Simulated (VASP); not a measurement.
The system is Ga4As3P.

```
P Ga As
1.0
    -2.70948    2.70948    5.41895
     2.70948   -2.70948    5.41895
     2.70948    2.70948   -5.41895
P Ga As
1 4 3
Direct
  0.00000 0.00000 0.00000
  0.62500 0.62500 0.50000
  0.87500 0.37500 0.00000
  0.12500 0.12500 0.50000
  0.37500 0.87500 0.00000
  0.25000 0.75000 0.50000
  0.50000 0.50000 0.00000
  0.75000 0.25000 0.50000
```

```yaml
Program: VASP 6.6.1
Task: relaxation of cell and atoms
Functional: PBE
Potentials_or_basis: VASP PAW PBE potentials, release 64 (P, Ga_d, As)
Cutoff: 600 eV
k_mesh: 6 × 6 × 6
Occupations: fermi-dirac, width 0.02 eV
Spin: no spin polarisation
```

At the start: pressure 13.2 GPa; volume 19.89 Å³/atom.

Where does the relaxation end?

Over 14 steps the energy falls by 122.5 meV/atom and the volume is 23.00 Å³/atom (+15.6 %); space group I-42m (No. 121, to 0.1 Å) before and after.

Step by step:
| step | energy change (eV) | largest force (eV/Å) | pressure (GPa) | volume (Å³) |
| --- | --- | --- | --- | --- |
| 1 | 0.0000 | 0.8254 | 13.20 | 159.13 |
| 2 | -0.7367 | 0.1550 | -4.36 | 199.93 |
| 3 | -0.9578 | 0.3238 | -0.29 | 184.63 |
| 4 | -0.9575 | 0.3311 | 0.09 | 184.09 |
| 5 | -0.9722 | 0.1913 | 0.12 | 183.72 |
| 6 | -0.9786 | 0.0561 | 0.25 | 183.34 |
| 7 | -0.9788 | 0.0430 | 0.28 | 183.26 |
| 8 | -0.9793 | 0.0146 | -0.40 | 184.47 |
| 9 | -0.9795 | 0.0250 | 0.05 | 184.03 |
| 10 | -0.9795 | 0.0215 | -0.09 | 184.11 |
| 11 | -0.9795 | 0.0253 | -0.05 | 184.07 |
| 12 | -0.9795 | 0.0268 | 0.00 | 184.06 |
| 13 | -0.9796 | 0.0075 | -0.01 | 184.01 |
| 14 | -0.9796 | 0.0030 | -0.01 | 183.99 |

Final structure:
```
CELL_PARAMETERS angstrom
-2.84407 2.84407 5.68674
2.84407 -2.84407 5.68674
2.84407 2.84407 -5.68674
ATOMIC_POSITIONS crystal
P 0.00000 0.00000 0.00000
Ga 0.63401 0.63401 0.51335
Ga 0.87934 0.36599 0.00000
Ga 0.12066 0.12066 0.48665
Ga 0.36599 0.87934 0.00000
As 0.25000 0.75000 0.50000
As 0.50000 0.50000 0.00000
As 0.75000 0.25000 0.50000
```

Caveat: the volume moved by over 15 % at a fixed basis, so the end points are rough.
